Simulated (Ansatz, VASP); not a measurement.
**HfO2: VASP beside Ansatz**

```xyz
6
Lattice="3.5670 0.0000 0.0000 0.0000 3.5670 0.0000 0.0000 0.0000 5.1660" Properties=species:S:1:pos:R:3 pbc="T T T"
Hf    1.7835    1.7835    2.5830
Hf    0.0000    0.0000    0.0000
O     0.0000    1.7835    3.6167
O     1.7835    0.0000    4.1323
O     1.7835    0.0000    1.5493
O     0.0000    1.7835    1.0337
```

Alike in both runs: functional PBEsol; k mesh 6 × 6 × 4; no spin polarisation.

Ansatz relaxed the structure, and its values are those at the end. VASP's run is a single point on that final structure, the one shown.

|  | VASP | Ansatz |
| --- | --- | --- |
| version | VASP 6.6.1 | Ansatz 0.2.0 |
| potentials or method | VASP PAW PBE potentials, release 64 (Hf_pv, O) | plane waves, PAW |
| plane-wave cutoff (eV) | 520 | 420 |
| occupations | gaussian, width 0.01 eV | fixed |
| valence electrons in the cell | 44 | 76 |

```tsv
	VASP	Ansatz	Ansatz less VASP
pressure (GPa)	-3.3	0.0	+3.25
rms of the force components (eV/Å)	0.014	0.000	-0.0135
```

VASP's potentials were made for PBE, not for PBEsol. VASP's potentials hold 44 valence electrons a cell and Ansatz's 76, so a difference there can come from the potentials and not from the codes.

Neither program's run includes spin-orbit coupling.
